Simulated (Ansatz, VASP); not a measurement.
## One calculation of Hg, two programs

INCAR

```
ALGO = Normal
EDIFF = 1E-6
ENCUT = 500
GGA = PE
GGA_COMPAT = F
ISIF = 2
ISMEAR = -1
LASPH = T
LCHARG = F
LNONCOLLINEAR = T
LORBIT = 11
LORBMOM = T
LREAL = F
LSORBIT = T
LWAVE = F
MAGMOM = 0 0 0
NBANDS = 31
NELM = 200
PREC = Accurate
SIGMA = 0.15
```

File KPOINTS:

```
k-points
0
Gamma
  4 4 4
```

POSCAR

```
Hg
1.0
    0.0000000000      2.5198000000      2.5198000000
    2.5198000000      0.0000000000      2.5198000000
    2.5198000000      2.5198000000      0.0000000000
Hg
1
Direct
    0.0000000000      0.0000000000      0.0000000000
```

Input for Ansatz:

```yaml
crystal:
  lattice:
    - [0, 2.5198, 2.5198]
    - [2.5198, 0, 2.5198]
    - [2.5198, 2.5198, 0]
  atoms:
    - { symbol: Hg, position: [0, 0, 0] }
kpoints:
  mp_grid: { grid: [4, 4, 4] }
hamiltonian:
  xc: pbe
  pseudopotentials:
    kind: paw_fr
    azcp:
      Hg: "pseudopotentials/pbe/paw/ansatz_paw_generated_soft_1/Hg.paw.azcp"
scf:
  occupations: { method: fermi_dirac, width: 0.15 }
  convergence: { dr2_threshold: "1e-9 eV" }
  max_iter: 300
output:
  forces: true
  stress: true
  eigenvalues: true
magnetization:
  noncollinear: true
  spin_orbit: true
```

Alike in both runs: task single point; functional PBE; k mesh 4 × 4 × 4; occupations fermi-dirac, width 0.15 eV; non-collinear spin, spin-orbit coupling.

|  | VASP | Ansatz |
| --- | --- | --- |
| version | VASP 6.6.1 | Ansatz 0.2.0 development build |
| potentials or method | VASP PAW PBE potentials, release 64 (Hg_sv_GW) | plane waves, PAW datasets (generated soft set 1) |
| plane-wave cutoff (eV) | 500 | 420 |
| valence electrons in the cell | 20 | 20 |

|  | VASP | Ansatz | Ansatz less VASP |
| --- | --- | --- | --- |
| net moment per atom (μB) | 0.00 | 0.00 | 0.000 |

The functional is the same, so the differences come from potentials, cutoffs and numerics. Ansatz's warnings: stress scf threshold loose.

The k mesh is coarse, so the values compare programs but aren't converged.
